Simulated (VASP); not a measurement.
# B (Pnnm) in VASP: single point with PBEsol

Aim: the single point of B with PBEsol.

Everything below comes from runs of VASP 6.6.1. Logs are shortened: lines on timing, memory, paths and dates and some standing lists are left out, and cuts for length are marked.

### Step 1. The cell of the first run

Symmetry: Pnnm, No. 58, orthorhombic system. Conventional cell: a = 5.023 Å, b = 5.588 Å, c = 6.878 Å, α = 90.00°, β = 90.00°, γ = 90.00°. Within 2.3 Å of B (site symmetry 1) lie 7 B at 1.76 to 2.03 Å. B (site symmetry m) has 6 B at 1.67 to 1.80 Å within 2.2 Å. Within 2.2 Å of B (site symmetry m) lie 6 B at 1.66 to 1.77 Å. Within 2.3 Å of B (site symmetry 1) lie 7 B at 1.73 to 1.89 Å. B (site symmetry m) has 6 B at 1.67 to 2.03 Å within 2.2 Å.

### Step 2. Single point, PBEsol

INCAR

```
ALGO = Normal
EDIFF = 1E-6
ENCUT = 520
GGA = PS
ISIF = 2
ISMEAR = 0
LASPH = True
LCHARG = True
LELF = True
LREAL = Auto
LVHAR = True
LWAVE = False
NBANDS = 62
NELM = 100
PREC = Accurate
SIGMA = 0.02
```

KPOINTS

```
k-points
0
Gamma
  6 6 4
```

POSCAR

```
B
1.0
    5.0227030249      0.0000000000      0.0000000000
    0.0000000000      5.5882361497      0.0000000000
    0.0000000000      0.0000000000      6.8782604526
B
28
Direct
    0.6527428731      0.9078231910      0.2900224425
    0.3472571269      0.0921768090      0.2900224425
    0.1527428731      0.5921768090      0.2099775575
    0.8472571269      0.4078231910      0.2099775575
    0.3472571269      0.0921768090      0.7099775575
    0.6527428731      0.9078231910      0.7099775575
    0.8472571269      0.4078231910      0.7900224425
    0.1527428731      0.5921768090      0.7900224425
    0.1481780411      0.7715477304      0.0000000000
    0.8518219589      0.2284522696      0.0000000000
    0.6481780411      0.7284522696      0.5000000000
    0.3518219589      0.2715477304      0.5000000000
    0.8355088215      0.9915510930      0.5000000000
    0.1644911785      0.0084489070      0.5000000000
    0.3355088215      0.5084489070      0.0000000000
    0.6644911785      0.4915510930      0.0000000000
    0.3398223457      0.7812717642      0.3740990789
    0.6601776543      0.2187282358      0.3740990789
    0.8398223457      0.7187282358      0.1259009211
    0.1601776543      0.2812717642      0.1259009211
    0.6601776543      0.2187282358      0.6259009211
    0.3398223457      0.7812717642      0.6259009211
    0.1601776543      0.2812717642      0.8740990789
    0.8398223457      0.7187282358      0.8740990789
    0.1705927850      0.5223328399      0.5000000000
    0.8294072150      0.4776671601      0.5000000000
    0.6705927850      0.9776671601      0.0000000000
    0.3294072150      0.0223328399      0.0000000000
```

Potentials or basis: VASP PAW PBE potentials, release 64 (B).

Launch:

```sh
cat potpaw_PBE.64/B/POTCAR > POTCAR
mpirun -np 1 vasp_std > vasp.out
```

OUTCAR:

```text
EDIFF = 1E-6
   ENCUT = 520
   GGA = PS
   ISIF = 2
   ISMEAR = 0
   LASPH = True
   LREAL = Auto
   NELM = 100
   PREC = Accurate

 ion  position               nearest neighbor table
   1  0.653  0.908  0.290-  11 1.76  13 1.77  19 1.81  17 1.82  18 1.83   2 1.85  27 2.03
   2  0.347  0.092  0.290-  12 1.76  14 1.77  20 1.81  18 1.82  17 1.83   1 1.85  28 2.03
   3  0.153  0.592  0.210-   9 1.76  15 1.77  17 1.81  19 1.82  20 1.83   4 1.85  25 2.03
   4  0.847  0.408  0.210-  10 1.76  16 1.77  18 1.81  20 1.82  19 1.83   3 1.85  26 2.03
   5  0.347  0.092  0.710-  12 1.76  14 1.77  23 1.81  21 1.82  22 1.83   6 1.85  28 2.03
   6  0.653  0.908  0.710-  11 1.76  13 1.77  24 1.81  22 1.82  21 1.83   5 1.85  27 2.03
   7  0.847  0.408  0.790-  10 1.76  16 1.77  21 1.81  23 1.82  24 1.83   8 1.85  26 2.03
   8  0.153  0.592  0.790-   9 1.76  15 1.77  22 1.81  24 1.82  23 1.83   7 1.85  25 2.03
   9  0.148  0.772  0.000-  28 1.67  15 1.75   3 1.76   8 1.76  24 1.80  19 1.80
  10  0.852  0.228  0.000-  27 1.67  16 1.75   4 1.76   7 1.76  23 1.80  20 1.80
  11  0.648  0.728  0.500-  26 1.67  13 1.75   1 1.76   6 1.76  22 1.80  17 1.80
  12  0.352  0.272  0.500-  25 1.67  14 1.75   2 1.76   5 1.76  21 1.80  18 1.80
  13  0.836  0.992  0.500-  14 1.66  11 1.75  18 1.77  21 1.77   1 1.77   6 1.77
  14  0.164  0.008  0.500-  13 1.66  12 1.75  17 1.77  22 1.77   2 1.77   5 1.77
  15  0.336  0.508  0.000-  16 1.66   9 1.75  20 1.77  23 1.77   3 1.77   8 1.77
  16  0.664  0.492  0.000-  15 1.66  10 1.75  19 1.77  24 1.77   4 1.77   7 1.77
  17  0.340  0.781  0.374-  22 1.73  14 1.77  11 1.80   3 1.81   1 1.82   2 1.83  25 1.89
  18  0.660  0.219  0.374-  21 1.73  13 1.77  12 1.80   4 1.81   2 1.82   1 1.83  26 1.89
  19  0.840  0.719  0.126-  24 1.73  16 1.77   9 1.80   1 1.81   3 1.82   4 1.83  27 1.89
  20  0.160  0.281  0.126-  23 1.73  15 1.77  10 1.80   2 1.81   4 1.82   3 1.83  28 1.89
  21  0.660  0.219  0.626-  18 1.73  13 1.77  12 1.80   7 1.81   5 1.82   6 1.83  26 1.89
  22  0.340  0.781  0.626-  17 1.73  14 1.77  11 1.80   8 1.81   6 1.82   5 1.83  25 1.89
  23  0.160  0.281  0.874-  20 1.73  15 1.77  10 1.80   5 1.81   7 1.82   8 1.83  28 1.89
  24  0.840  0.719  0.874-  19 1.73  16 1.77   9 1.80   6 1.81   8 1.82   7 1.83  27 1.89
  25  0.171  0.522  0.500-  12 1.67  26 1.73  22 1.89  17 1.89   3 2.03   8 2.03
  26  0.829  0.478  0.500-  11 1.67  25 1.73  21 1.89  18 1.89   4 2.03   7 2.03
  27  0.671  0.978  0.000-  10 1.67  28 1.73  24 1.89  19 1.89   1 2.03   6 2.03
  28  0.329  0.022  0.000-   9 1.67  27 1.73  23 1.89  20 1.89   2 2.03   5 2.03

  LATTYP: Found a simple orthorhombic cell.
 ALAT       =     5.0227030249
 B/A-ratio  =     1.1125953738
 C/A-ratio  =     1.3694340315

  Lattice vectors:

 A1 = (   5.0227030249,   0.0000000000,   0.0000000000)
 A2 = (   0.0000000000,   5.5882361497,   0.0000000000)
 A3 = (   0.0000000000,   0.0000000000,   6.8782604526)

Analysis of symmetry for initial positions (statically):
=====================================================================
 Subroutine PRICEL returns:
 Original cell was already a primitive cell.

 Routine SETGRP: Setting up the symmetry group for a
 simple orthorhombic supercell.

 Subroutine GETGRP returns: Found  8 space group operations
 (whereof  4 operations were pure point group operations)
 out of a pool of  8 trial point group operations.

The static configuration has the point symmetry C_2h.
 The point group associated with its full space group is D_2h.

Analysis of symmetry for dynamics (positions and initial velocities):
=====================================================================
 Subroutine PRICEL returns:
 Original cell was already a primitive cell.

 Routine SETGRP: Setting up the symmetry group for a
 simple orthorhombic supercell.

 Subroutine GETGRP returns: Found  8 space group operations
 (whereof  4 operations were pure point group operations)
 out of a pool of  8 trial point group operations.

The dynamic configuration has the point symmetry C_2h.
 The point group associated with its full space group is D_2h.

 Subroutine INISYM returns: Found  8 space group operations
 (whereof  4 operations are pure point group operations),
 and found     1 'primitive' translations

----------------------------------------------------------------------------------------

                                     Primitive cell

  volume of cell :     193.0594

  direct lattice vectors                    reciprocal lattice vectors
     5.022703025  0.000000000  0.000000000     0.199095984  0.000000000  0.000000000
     0.000000000  5.588236150  0.000000000     0.000000000  0.178947341  0.000000000
     0.000000000  0.000000000  6.878260453     0.000000000  0.000000000  0.145385597

  length of vectors
     5.022703025  5.588236150  6.878260453     0.199095984  0.178947341  0.145385597

  position of ions in fractional coordinates (direct lattice)
     0.652742873  0.907823191  0.290022443
     0.347257127  0.092176809  0.290022443
     0.152742873  0.592176809  0.209977557
     0.847257127  0.407823191  0.209977557
     0.347257127  0.092176809  0.709977557
     0.652742873  0.907823191  0.709977557
[... 20 lines left out ...]
     0.670592785  0.977667160  0.000000000
     0.329407215  0.022332840  0.000000000

  ion indices of the primitive-cell ions
   primitive index   ion index
                 1           1
                 2           2
                 3           3
                 4           4
                 5           5
                 6           6
[... 20 lines left out ...]
                27          27
                28          28

----------------------------------------------------------------------------------------

 KPOINTS: k-points

Automatic generation of k-mesh.
 Grid dimensions read from file:
 generate k-points for:    6    6    4

 Generating k-lattice:

  Cartesian coordinates                     Fractional coordinates (reciprocal lattice)
     0.033182664  0.000000000  0.000000000     0.166666667  0.000000000  0.000000000
     0.000000000  0.029824557  0.000000000     0.000000000  0.166666667  0.000000000
     0.000000000  0.000000000  0.036346399     0.000000000  0.000000000  0.250000000

  Length of vectors
     0.033182664  0.029824557  0.036346399

  Shift w.r.t. Gamma in fractional coordinates (k-lattice)
     0.000000000  0.000000000  0.000000000

 Subroutine IBZKPT returns following result:
 ===========================================

 Found     48 irreducible k-points:

 Following reciprocal coordinates:
            Coordinates               Weight
  0.000000  0.000000  0.000000      1.000000
  0.166667  0.000000  0.000000      2.000000
  0.333333  0.000000  0.000000      2.000000
  0.500000  0.000000  0.000000      1.000000
  0.000000  0.166667  0.000000      2.000000
  0.166667  0.166667  0.000000      4.000000
[... 16 lines left out ...]
  0.333333  0.166667  0.250000      8.000000
  0.500000  0.166667  0.250000      4.000000
 [... further k-points ...]
   k-points           NKPTS =     48   k-points in BZ     NKDIM =     48   number of bands    NBANDS=     62
   number of dos      NEDOS =    301   number of ions     NIONS =     28
   total plane-waves  NPLWV =  90720
   dimension x,y,z NGX =    40 NGY =   42 NGZ =   54
   dimension x,y,z NGXF=    80 NGYF=   84 NGZF=  108
   ions per type =              28
   NGX,Y,Z   is equivalent  to a cutoff of  13.24, 12.49, 13.05 a.u.
   NGXF,Y,Z  is equivalent  to a cutoff of  26.48, 24.99, 26.10 a.u.
 SYSTEM =  unknown system
   PREC   = accura    normal or accurate (medium, high low for compatibility)
   ISTART =      0    job   : 0-new  1-cont  2-samecut
   ICHARG =      2    charge: 1-file 2-atom 10-const
   ISPIN  =      1    spin polarized calculation?
   LNONCOLLINEAR =      F non collinear calculations
   LSORBIT =      F    spin-orbit coupling
   LASPH  =      T    aspherical Exc in radial PAW
   ENCUT  =  520.0 eV  38.22 Ry    6.18 a.u.   9.34 10.39 12.79*2*pi/ulx,y,z
   NELM   =    100;   NELMIN=  2; NELMDL= -5     # of ELM steps
   EDIFF  = 0.1E-05   stopping-criterion for ELM
   LREAL  =      T    real-space projection
   EDIFFG = 0.1E-04   stopping-criterion for IOM
   NSW    =      0    number of steps for IOM
   IBRION =     -1    ionic relax: 0-MD 1-quasi-New 2-CG
   NFREE  =      0    steps in history (QN), initial steepest desc. (CG)
   ISIF   =      2    stress and relaxation
   ISYM   =      2    0-nonsym 1-usesym 2-fastsym
   POTIM  = 0.5000    time-step for ionic-motion
   TEBEG  =    0.0;   TEEND  =   0.0 temperature during run
   PSTRESS=    0.0 pullay stress
   NELECT =      84.0000    total number of electrons
   NUPDOWN=      -1.0000    fix difference up-down
   EMIN   =  10.00;   EMAX   =-10.00  energy-range for DOS
   EFERMI =   0.00;   METHOD = LEGACY
   ISMEAR =     0;   SIGMA  =   0.02  broadening in eV -4-tet -1-fermi 0-gaus
   EFERMI_NEDOS =   21; number of points for ismear=-14 and -15
   IALGO  =     38    algorithm
   IMIX   =      4    mixing-type and parameters
     AMIX     =   0.40;   BMIX     =  1.00
     AMIX_MAG =   1.60;   BMIX_MAG =  1.00
  volume/ion in A,a.u.               =       6.89        46.53
  Fermi-wavevector in a.u.,A,eV,Ry     =   1.240522  2.344246 20.937919  1.538894
  Thomas-Fermi vector in A             =   2.374959
   LORBIT       =      0    0 simple, 1 ext, 2 COOP (PROOUT), +10 PAW based schemes
   GGA     = PS    functional components
   LHFCALC =     F    Hartree Fock is set to
   AEXX    =    0.0000 exact exchange contribution
   IVDW    =     0    specifies the selected vdW correction
   LEPSILON=     F    determine dielectric tensor
   LRPA    =     F    only Hartree local field effects (RPA)
 non-spin polarized calculation
 Gauss-broadening in eV      SIGMA  =   0.02
  energy-cutoff  :      520.00
  volume of cell :      193.06
 maximum number of plane-waves:      5242
 NGX is ok and might be reduce to    40
   NGX = 19   NGY = 21   NGZ = 25

 number of electron      83.9999999 magnetization

 Free energy of the ion-electron system (eV)
  ---------------------------------------------------
  ext. energy  EPLUGINS =         0.00000000
  ---------------------------------------------------
  free energy    TOTEN  =      -196.50148735 eV

  energy without entropy =     -196.50148735  energy(sigma->0) =     -196.50148735

 E-fermi :   6.2775     XC(G=0): -11.9733

 val. band max:        6.1423931087   @ k =   0.0000   0.0000   0.0000
 cond. band min:       7.6353021171   @ k =   0.1667   0.3333   0.5000
 fundamental gap:      1.4929090083
 Fermi energy:         6.2775388031

 k-point     1 :       0.0000    0.0000    0.0000
  band No.  band energies     occupation
      1      -9.9139      2.00000
      2      -8.7515      2.00000
      3      -6.5032      2.00000
      4      -6.1268      2.00000
      5      -5.6639      2.00000
      6      -5.5040      2.00000
[... 46 lines left out ...]
     53      11.3029      0.00000
     54      12.4031      0.00000

 k-point     2 :       0.1667    0.0000    0.0000
  band No.  band energies     occupation
      1      -9.8162      2.00000
      2      -8.7517      2.00000
      3      -6.3922      2.00000
      4      -6.1720      2.00000
      5      -6.0606      2.00000
      6      -5.1576      2.00000
[... 1246 lines left out ...]
 k-point    24 :       0.5000    0.1667    0.2500
  band No.  band energies     occupation
      1      -9.0681      2.00000
      2      -9.0681      2.00000
      3      -6.8490      2.00000
      4      -6.8490      2.00000
      5      -5.6948      2.00000
      6      -5.6948      2.00000
[... 46 lines left out ...]
     53      11.3022      0.00000
     54      11.3022      0.00000

 [... further k-points ...]

 [bands above 54 left out]

------------------------ aborting loop because EDIFF is reached ----------------------------------------

  FORCE on cell =-STRESS in cart. coord.  units (eV):
  Direction    XX          YY          ZZ          XY          YZ          ZX
  --------------------------------------------------------------------------------------
  -------------------------------------------------------------------------------------
  Total        0.4215544      0.4334187      0.4671553     -0.0000000      0.0000000      0.0000000
  in kB        3.4984312      3.5968917      3.8768682     -0.0000000      0.0000000      0.0000000
  external PRESSURE =       3.6573970 kB  Pullay stress =       0.0000000 kB

 VOLUME and BASIS-vectors are now :
 -----------------------------------------------------------------------------
  energy-cutoff  :      520.00
  volume of cell :      193.06
      direct lattice vectors                 reciprocal lattice vectors
     5.022703025  0.000000000  0.000000000     0.199095984  0.000000000  0.000000000
     0.000000000  5.588236150  0.000000000     0.000000000  0.178947341  0.000000000
     0.000000000  0.000000000  6.878260453     0.000000000  0.000000000  0.145385597

 POSITION                                       TOTAL-FORCE (eV/Angst)
 -----------------------------------------------------------------------------------
      3.27853      5.07313      1.99485         0.006528     -0.002086     -0.020122
      1.74417      0.51511      1.99485        -0.006528      0.002086     -0.020122
      0.76718      3.30922      1.44428         0.006528      0.002086      0.020122
      4.25552      2.27901      1.44428        -0.006528     -0.002086      0.020122
      1.74417      0.51511      4.88341        -0.006528      0.002086      0.020122
      3.27853      5.07313      4.88341         0.006528     -0.002086      0.020122
[... 20 lines left out ...]
      3.36819      5.46343      0.00000         0.005624     -0.011206      0.000000
      1.65451      0.12480      0.00000        -0.005624      0.011206      0.000000
 -----------------------------------------------------------------------------------
    total drift:                               -0.000000      0.000000      0.000000

  FREE ENERGIE OF THE ION-ELECTRON SYSTEM (eV)
  ---------------------------------------------------
  free  energy   TOTEN  =      -196.5014873511 eV

  energy  without entropy=     -196.5014873511  energy(sigma->0) =     -196.50148735
```

It took 7 min on 1 thread of Intel Xeon 6975P-C (Granite Rapids), shared host; peak memory 0.49 GiB.

Results:

```yaml
Free_energy: -196.5015 eV
Pressure: 0.4 GPa
Largest_force: 0.025 eV/Å
Band_gap_on_the_k_mesh: 1.49 eV, indirect (least direct gap 1.64 eV)
```

Forces in eV/Å, atoms in the order of the input:
```
B    0.007 -0.002 -0.020
B   -0.007  0.002 -0.020
B    0.007  0.002  0.020
B   -0.007 -0.002  0.020
B   -0.007  0.002  0.020
B    0.007 -0.002  0.020
B   -0.007 -0.002 -0.020
B    0.007  0.002 -0.020
B    0.000  0.015  0.000
B    0.000 -0.015  0.000
B    0.000 -0.015  0.000
B    0.000  0.015  0.000
B    0.019 -0.001  0.000
B   -0.019  0.001  0.000
B    0.019  0.001  0.000
B   -0.019 -0.001  0.000
B   -0.006 -0.014 -0.020
B    0.006  0.014 -0.020
B   -0.006  0.014  0.020
B    0.006 -0.014  0.020
B    0.006  0.014  0.020
B   -0.006 -0.014  0.020
B    0.006 -0.014 -0.020
B   -0.006  0.014 -0.020
B    0.006  0.011  0.000
B   -0.006 -0.011  0.000
B    0.006 -0.011  0.000
B   -0.006  0.011  0.000
```

Levels at points of the mesh, in eV from the valence-band top:
| k point | band 40 | band 41 | band 42 | band 43 | band 44 | band 45 |
| --- | --- | --- | --- | --- | --- | --- |
| (0.00, 0.00, 0.00) | -0.57 | -0.33 | 0.00 | 2.36 | 2.84 | 3.20 |
| (0.50, 0.00, 0.00) | -1.21 | -0.79 | -0.79 | 2.24 | 2.24 | 3.07 |
| (0.00, 0.50, 0.00) | -1.45 | -1.21 | -1.21 | 2.08 | 2.08 | 2.68 |
| (0.50, 0.50, 0.00) | -2.17 | -1.51 | -1.51 | 2.07 | 2.07 | 2.71 |
| (0.00, 0.00, 0.50) | -0.67 | -0.19 | -0.19 | 1.91 | 1.91 | 3.85 |
| (0.50, 0.00, 0.50) | -0.83 | -0.11 | -0.11 | 1.83 | 1.83 | 2.43 |
| (0.00, 0.50, 0.50) | -1.04 | -0.14 | -0.14 | 1.56 | 1.56 | 2.92 |
| (0.50, 0.50, 0.50) | -1.07 | -0.48 | -0.48 | 1.72 | 1.72 | 3.04 |

Caveat: the PAW data sets were made with another functional, which shifts forces and pressure a little.
